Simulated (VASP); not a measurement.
# SiC (Fm-3m) in VASP: further runs

The runs below take SiC through single point, with PBE.

Program: VASP 6.6.1. These are calculated values, not measurements. Logs are shortened: lines on timing, memory, paths and dates and some standing lists are left out, and cuts for length are marked.

### 1 The cell of the first run

The structure is cubic, space group Fm-3m (No. 225). Conventional cell: a = 4.028 Å, b = 4.028 Å, c = 4.028 Å, α = 90.00°, β = 90.00°, γ = 90.00°. Si (site symmetry m-3m) has 6 C at 2.01 Å within 2.7 Å. Within 2.7 Å of C (site symmetry m-3m) lie 6 Si at 2.01 Å.

### 2 Single point, PBE

The input, INCAR:

```
SYSTEM = SiC
ALGO     = Normal         ! electronic algorithm
EDIFF    = 1E-6           ! SCF threshold, eV
ENCUT    = 600            ! plane-wave cutoff, eV
GGA      = PE             ! functional
GGA_COMPAT= .FALSE.      
ISIF     = 2              ! what is computed and relaxed
ISMEAR   = -1             ! smearing method
LASPH    = .TRUE.         ! aspherical terms in the spheres
LCHARG   = .TRUE.         ! write CHGCAR
LELF     = .TRUE.         ! ELF
LREAL    = .FALSE.        ! projectors in reciprocal space
LVHAR    = .TRUE.       
LWAVE    = .FALSE.        ! write WAVECAR
NBANDS   = 11             ! bands
NELM     = 120            ! most SCF steps
PREC     = Accurate       ! precision mode
SIGMA    = 0.2            ! smearing width, eV
```

The input, KPOINTS:

```
k-points
0
G
  8 8 8
  0 0 0
```

The input, POSCAR:

```
SiC
1.0
    0.0000000000      2.0138689999      2.0138689999
    2.0138689999      0.0000000000      2.0138689999
    2.0138689999      2.0138689999      0.0000000000
Si C
1 1
Direct
    0.0000000000      0.0000000000      0.0000000000
    0.5000000000      0.5000000000      0.5000000000
```

Potentials or basis: VASP PAW PBE potentials, release 64 (Si, C).

Started as:

```sh
> cat potpaw_PBE.64/Si/POTCAR potpaw_PBE.64/C/POTCAR > POTCAR
> mpirun -np 1 vasp_std > vasp.out
```

OUTCAR:

```text
SYSTEM = SiC
   EDIFF = 1E-6
   ENCUT = 600
   GGA = PE
   ISIF = 2
   ISMEAR = -1
   LASPH = .TRUE.
   LREAL = .FALSE.
   NELM = 120
   PREC = Accurate

 ion  position               nearest neighbor table
   1  0.000  0.000  0.000-   2 2.01   2 2.01   2 2.01   2 2.01   2 2.01   2 2.01
   2  0.500  0.500  0.500-   1 2.01   1 2.01   1 2.01   1 2.01   1 2.01   1 2.01

  LATTYP: Found a face centered cubic cell.
 ALAT       =     4.0277379998

  Lattice vectors:

 A1 = (   0.0000000000,   2.0138689999,   2.0138689999)
 A2 = (   2.0138689999,   0.0000000000,   2.0138689999)
 A3 = (   2.0138689999,   2.0138689999,   0.0000000000)

Analysis of symmetry for initial positions (statically):
=====================================================================
 Subroutine PRICEL returns:
 Original cell was already a primitive cell.

 Routine SETGRP: Setting up the symmetry group for a
 face centered cubic supercell.

 Subroutine GETGRP returns: Found 48 space group operations
 (whereof 48 operations were pure point group operations)
 out of a pool of 48 trial point group operations.

The static configuration has the point symmetry O_h .

Analysis of symmetry for dynamics (positions and initial velocities):
=====================================================================
 Subroutine PRICEL returns:
 Original cell was already a primitive cell.

 Routine SETGRP: Setting up the symmetry group for a
 face centered cubic supercell.

 Subroutine GETGRP returns: Found 48 space group operations
 (whereof 48 operations were pure point group operations)
 out of a pool of 48 trial point group operations.

The dynamic configuration has the point symmetry O_h .

 Subroutine INISYM returns: Found 48 space group operations
 (whereof 48 operations are pure point group operations),
 and found     1 'primitive' translations

----------------------------------------------------------------------------------------

                                     Primitive cell

  volume of cell :      16.3352

  direct lattice vectors                    reciprocal lattice vectors
     0.000000000  2.013869000  2.013869000    -0.248278314  0.248278314  0.248278314
     2.013869000  0.000000000  2.013869000     0.248278314 -0.248278314  0.248278314
     2.013869000  2.013869000  0.000000000     0.248278314  0.248278314 -0.248278314

  length of vectors
     2.848040853  2.848040853  2.848040853     0.430030654  0.430030654  0.430030654

  position of ions in fractional coordinates (direct lattice)
     0.000000000  0.000000000  0.000000000
     0.500000000  0.500000000  0.500000000

  ion indices of the primitive-cell ions
   primitive index   ion index
                 1           1
                 2           2

----------------------------------------------------------------------------------------

 KPOINTS: k-points

Automatic generation of k-mesh.
 Grid dimensions read from file:
 generate k-points for:    8    8    8

 Generating k-lattice:

  Cartesian coordinates                     Fractional coordinates (reciprocal lattice)
    -0.031034789  0.031034789  0.031034789     0.125000000  0.000000000  0.000000000
     0.031034789 -0.031034789  0.031034789     0.000000000  0.125000000  0.000000000
     0.031034789  0.031034789 -0.031034789     0.000000000  0.000000000  0.125000000

  Length of vectors
     0.053753832  0.053753832  0.053753832

  Shift w.r.t. Gamma in fractional coordinates (k-lattice)
     0.000000000  0.000000000  0.000000000

 Subroutine IBZKPT returns following result:
 ===========================================

 Found     29 irreducible k-points:

 Following reciprocal coordinates:
            Coordinates               Weight
  0.000000  0.000000  0.000000      1.000000
  0.125000  0.000000  0.000000      8.000000
  0.250000  0.000000  0.000000      8.000000
  0.375000  0.000000  0.000000      8.000000
  0.500000  0.000000  0.000000      4.000000
  0.125000  0.125000  0.000000      6.000000
[... 16 lines left out ...]
  0.500000  0.250000  0.125000     48.000000
 -0.375000  0.250000  0.125000     24.000000
 [... further k-points ...]
   k-points           NKPTS =     29   k-points in BZ     NKDIM =     29   number of bands    NBANDS=     11
   number of dos      NEDOS =    301   number of ions     NIONS =      2
   total plane-waves  NPLWV =  13824
   dimension x,y,z NGX =    24 NGY =   24 NGZ =   24
   dimension x,y,z NGXF=    48 NGYF=   48 NGZF=   48
   ions per type =               1   1
   NGX,Y,Z   is equivalent  to a cutoff of  14.01, 14.01, 14.01 a.u.
   NGXF,Y,Z  is equivalent  to a cutoff of  28.02, 28.02, 28.02 a.u.
 SYSTEM =  SiC
   PREC   = accura    normal or accurate (medium, high low for compatibility)
   ISTART =      0    job   : 0-new  1-cont  2-samecut
   ICHARG =      2    charge: 1-file 2-atom 10-const
   ISPIN  =      1    spin polarized calculation?
   LNONCOLLINEAR =      F non collinear calculations
   LSORBIT =      F    spin-orbit coupling
   LASPH  =      T    aspherical Exc in radial PAW
   ENCUT  =  600.0 eV  44.10 Ry    6.64 a.u.   5.69  5.69  5.69*2*pi/ulx,y,z
   NELM   =    120;   NELMIN=  2; NELMDL= -5     # of ELM steps
   EDIFF  = 0.1E-05   stopping-criterion for ELM
   LREAL  =      F    real-space projection
   EDIFFG = 0.1E-04   stopping-criterion for IOM
   NSW    =      0    number of steps for IOM
   IBRION =     -1    ionic relax: 0-MD 1-quasi-New 2-CG
   NFREE  =      0    steps in history (QN), initial steepest desc. (CG)
   ISIF   =      2    stress and relaxation
   ISYM   =      2    0-nonsym 1-usesym 2-fastsym
   POTIM  = 0.5000    time-step for ionic-motion
   TEBEG  =    0.0;   TEEND  =   0.0 temperature during run
   PSTRESS=    0.0 pullay stress
   NELECT =       8.0000    total number of electrons
   NUPDOWN=      -1.0000    fix difference up-down
   EMIN   =  10.00;   EMAX   =-10.00  energy-range for DOS
   EFERMI =   0.00;   METHOD = LEGACY
   ISMEAR =    -1;   SIGMA  =   0.20  broadening in eV -4-tet -1-fermi 0-gaus
   EFERMI_NEDOS =   21; number of points for ismear=-14 and -15
   IALGO  =     38    algorithm
   IMIX   =      4    mixing-type and parameters
     AMIX     =   0.40;   BMIX     =  1.00
     AMIX_MAG =   1.60;   BMIX_MAG =  1.00
  volume/ion in A,a.u.               =       8.17        55.12
  Fermi-wavevector in a.u.,A,eV,Ry     =   1.290418  2.438536 22.656116  1.665178
  Thomas-Fermi vector in A             =   2.422250
   LORBIT       =      0    0 simple, 1 ext, 2 COOP (PROOUT), +10 PAW based schemes
   GGA     = PE    functional components
   LHFCALC =     F    Hartree Fock is set to
   AEXX    =    0.0000 exact exchange contribution
   IVDW    =     0    specifies the selected vdW correction
   LEPSILON=     F    determine dielectric tensor
   LRPA    =     F    only Hartree local field effects (RPA)
 non-spin polarized calculation
  energy-cutoff  :      600.00
  volume of cell :       16.34
 maximum number of plane-waves:       560
   NGX = 11   NGY = 11   NGZ = 11

 number of electron       8.0000000 magnetization

 Free energy of the ion-electron system (eV)
  ---------------------------------------------------
  ext. energy  EPLUGINS =         0.00000000
  ---------------------------------------------------
  free energy    TOTEN  =       -13.58438170 eV

  energy without entropy =      -13.54942273  energy(sigma->0) =      -13.56690222

 E-fermi :  12.7155     XC(G=0): -12.7678

 val. band max:       12.6884918103   @ k =  -0.1250   0.1250   0.0000
 cond. band min:      12.9734834852   @ k =   0.5000   0.3750   0.0000
 fundamental gap:      0.2849916749
 Fermi energy:        12.7154917111

 k-point     1 :       0.0000    0.0000    0.0000
  band No.  band energies     occupation
      1      -6.0108      2.00000
      2      12.6357      1.19682
      3      12.6357      1.19682
      4      12.6357      1.19682
      5      20.3879      0.00000
      6      21.5930      0.00000
      7      21.5930      0.00000
      8      21.5930      0.00000
      9      25.5545      0.00000
     10      25.5545      0.00000
     11      25.5545      0.00000

 k-point     2 :       0.1250    0.0000    0.0000
  band No.  band energies     occupation
      1      -5.6272      2.00000
      2      10.7399      1.99990
      3      12.4087      1.64521
      4      12.4087      1.64521
      5      20.3009      0.00000
      6      21.9296      0.00000
      7      21.9296      0.00000
      8      21.9312      0.00000
      9      23.3664      0.00000
     10      23.3664      0.00000
     11      25.1991      0.00000

 k-point     3 :       0.2500    0.0000    0.0000
  band No.  band energies     occupation
      1      -4.4872      2.00000
      2       7.1092      2.00000
      3      11.9739      1.95211
      4      11.9739      1.95211
      5      19.3306      0.00000
      6      20.0445      0.00000
      7      20.0445      0.00000
      8      23.3485      0.00000
      9      24.8805      0.00000
     10      25.1568      0.00000
     11      25.1568      0.00000

 k-point     4 :       0.3750    0.0000    0.0000
  band No.  band energies     occupation
      1      -2.6416      2.00000
      2       3.4717      2.00000
      3      11.6515      1.99026
      4      11.6515      1.99026
      5      18.5133      0.00000
      6      18.5133      0.00000
      7      18.7967      0.00000
      8      22.7834      0.00000
      9      26.6212      0.00000
     10      28.3770      0.00000
     11      28.3770      0.00000
[... 239 lines left out ...]
 k-point    22 :       0.3750    0.2500    0.1250
  band No.  band energies     occupation
      1      -3.4889      2.00000
      2       7.2871      2.00000
      3       8.5237      2.00000
      4      11.0730      1.99946
      5      16.7437      0.00000
      6      19.4888      0.00000
      7      21.2182      0.00000
      8      23.7894      0.00000
      9      25.3119      0.00000
     10      28.8752      0.00000
     11      29.7088      0.00000

 k-point    23 :       0.5000    0.2500    0.1250
  band No.  band energies     occupation
      1      -1.6815      2.00000
      2       4.3239      2.00000
      3       7.8232      2.00000
      4       9.9263      2.00000
      5      16.6493      0.00000
      6      19.6351      0.00000
      7      21.4384      0.00000
      8      24.1359      0.00000
      9      26.6552      0.00000
     10      29.3958      0.00000
     11      30.7280      0.00000

 k-point    24 :      -0.3750    0.2500    0.1250
  band No.  band energies     occupation
      1       0.0759      2.00000
      2       2.0110      2.00000
      3       7.8523      2.00000
      4       9.3035      2.00000
      5      16.6976      0.00000
      6      19.0322      0.00000
      7      22.5349      0.00000
      8      25.0367      0.00000
      9      27.1080      0.00000
     10      27.8028      0.00000
     11      31.5978      0.00000

 [... further k-points ...]
[... 5 lines left out ...]
  --------------------------------------------------------------------------------------
  -------------------------------------------------------------------------------------
  Total        0.6870160      0.6870160      0.6870160      0.0000000      0.0000000      0.0000000
  in kB       67.3835369     67.3835369     67.3835369      0.0000000      0.0000000      0.0000000
  external PRESSURE =      67.3835369 kB  Pullay stress =       0.0000000 kB

 VOLUME and BASIS-vectors are now :
 -----------------------------------------------------------------------------
  energy-cutoff  :      600.00
  volume of cell :       16.34
      direct lattice vectors                 reciprocal lattice vectors
     0.000000000  2.013869000  2.013869000    -0.248278314  0.248278314  0.248278314
     2.013869000  0.000000000  2.013869000     0.248278314 -0.248278314  0.248278314
     2.013869000  2.013869000  0.000000000     0.248278314  0.248278314 -0.248278314

 POSITION                                       TOTAL-FORCE (eV/Angst)
 -----------------------------------------------------------------------------------
      0.00000      0.00000      0.00000         0.000000     -0.000000     -0.000000
      2.01387      2.01387      2.01387        -0.000000      0.000000      0.000000
 -----------------------------------------------------------------------------------
    total drift:                               -0.000000     -0.000000      0.000000

  FREE ENERGIE OF THE ION-ELECTRON SYSTEM (eV)
  ---------------------------------------------------
  free  energy   TOTEN  =       -13.5843817023 eV

  energy  without entropy=      -13.5494227321  energy(sigma->0) =      -13.56690222
```

It took 8.5 s on 1 thread of Intel Xeon 8259CL, shared host; peak memory 0.13 GiB.

Results:

```
Free energy            : -13.5844 eV
Pressure               : 6.7 GPa
Band gap on the k mesh : zero (band 4 reaches 12.69 eV, above the bottom of band 5 at 11.81 eV)
```

### 3 Single point, PBE

The input, INCAR:

```
PREC = Accurate ; ENCUT = 600
EDIFF = 1E-6 ; ISMEAR = 0
SIGMA = 0.2 ; LREAL = F
LASPH = T ; NELM = 120
ALGO = Normal ; ISIF = 2
LWAVE = F ; LCHARG = F
GGA = PE ; NBANDS = 11
GGA_COMPAT = F
```

The input, KPOINTS:

```
regular mesh
0
Gamma
  8 8 8
```

POSCAR is that of step 2.

Potentials or basis: VASP PAW PBE potentials, release 64 (Si, C).

Started as:

```sh
> cat potpaw_PBE.64/Si/POTCAR potpaw_PBE.64/C/POTCAR > POTCAR
> mpirun -np 1 vasp_std > vasp.out
```

OUTCAR:

```text
PREC = Accurate
   ENCUT = 600
   EDIFF = 1E-6
   ISMEAR = 0
   LREAL = F
   LASPH = T
   NELM = 120
   ISIF = 2
   GGA = PE

 ion  position               nearest neighbor table
   1  0.000  0.000  0.000-   2 2.01   2 2.01   2 2.01   2 2.01   2 2.01   2 2.01
   2  0.500  0.500  0.500-   1 2.01   1 2.01   1 2.01   1 2.01   1 2.01   1 2.01

  LATTYP: Found a face centered cubic cell.
 ALAT       =     4.0277379998

  Lattice vectors:

 A1 = (   0.0000000000,   2.0138689999,   2.0138689999)
 A2 = (   2.0138689999,   0.0000000000,   2.0138689999)
 A3 = (   2.0138689999,   2.0138689999,   0.0000000000)

Analysis of symmetry for initial positions (statically):
=====================================================================
 Subroutine PRICEL returns:
 Original cell was already a primitive cell.

 Routine SETGRP: Setting up the symmetry group for a
 face centered cubic supercell.

 Subroutine GETGRP returns: Found 48 space group operations
 (whereof 48 operations were pure point group operations)
 out of a pool of 48 trial point group operations.

The static configuration has the point symmetry O_h .
[... 170 lines left out ...]
      1      -6.0072      2.00000
      2      12.6465      1.24116
      3      12.6465      1.24116
      4      12.6465      1.24116
      5      20.3966      0.00000
      6      21.5922      0.00000
      7      21.5922      0.00000
      8      21.5922      0.00000
      9      25.5517      0.00000
     10      25.5517      0.00000
     11      25.5517      0.00000
[... 309 lines left out ...]
 k-point    24 :      -0.3750    0.2500    0.1250
  band No.  band energies     occupation
      1       0.0836      2.00000
      2       2.0125      2.00000
      3       7.8594      2.00000
      4       9.3089      2.00000
      5      16.6993      0.00000
      6      19.0313      0.00000
      7      22.5417      0.00000
      8      25.0455      0.00000
      9      27.1060      0.00000
     10      27.8013      0.00000
     11      31.5967      0.00000

 [... further k-points ...]

------------------------ aborting loop because EDIFF is reached ----------------------------------------

  FORCE on cell =-STRESS in cart. coord.  units (eV):
  Direction    XX          YY          ZZ          XY          YZ          ZX
  --------------------------------------------------------------------------------------
  -------------------------------------------------------------------------------------
  Total        0.5863450      0.5863450      0.5863450      0.0000000      0.0000000      0.0000000
  in kB       57.5095712     57.5095712     57.5095712      0.0000000      0.0000000      0.0000000
  external PRESSURE =      57.5095712 kB  Pullay stress =       0.0000000 kB

 VOLUME and BASIS-vectors are now :
 -----------------------------------------------------------------------------
  energy-cutoff  :      600.00
  volume of cell :       16.34
      direct lattice vectors                 reciprocal lattice vectors
     0.000000000  2.013869000  2.013869000    -0.248278314  0.248278314  0.248278314
     2.013869000  0.000000000  2.013869000     0.248278314 -0.248278314  0.248278314
     2.013869000  2.013869000  0.000000000     0.248278314  0.248278314 -0.248278314

 POSITION                                       TOTAL-FORCE (eV/Angst)
 -----------------------------------------------------------------------------------
      0.00000      0.00000      0.00000        -0.000000     -0.000000     -0.000000
      2.01387      2.01387      2.01387         0.000000      0.000000      0.000000
 -----------------------------------------------------------------------------------
    total drift:                               -0.000000     -0.000000      0.000000

  FREE ENERGIE OF THE ION-ELECTRON SYSTEM (eV)
  ---------------------------------------------------
  free  energy   TOTEN  =       -13.5689414328 eV

  energy  without entropy=      -13.5632858795  energy(sigma->0) =      -13.56611366
```

Run time: 8.5 s. Hardware: 1 thread of Intel Xeon 8259CL, shared host; peak memory 0.13 GiB.

What came out:

| Quantity | Value |
| --- | --- |
| Free energy | -13.5689 eV |
| Pressure | 5.8 GPa |
| Band gap on the k mesh | zero (band 4 reaches 12.70 eV, above the bottom of band 5 at 11.81 eV) |

Levels at points of the mesh, in eV from the Fermi level:
```csv
k point,band 1,band 2,band 3,band 4,band 5,band 6,band 7,band 8
"(0.00, 0.00, 0.00)",-18.70,-0.04,-0.04,-0.04,7.71,8.90,8.90,8.90
"(0.50, 0.00, 0.00)",-13.46,-11.71,-1.14,-1.14,5.28,5.28,5.96,9.73
"(0.50, 0.50, 0.00)",-11.65,-9.99,-4.41,-4.41,-0.88,2.42,15.02,15.02
```
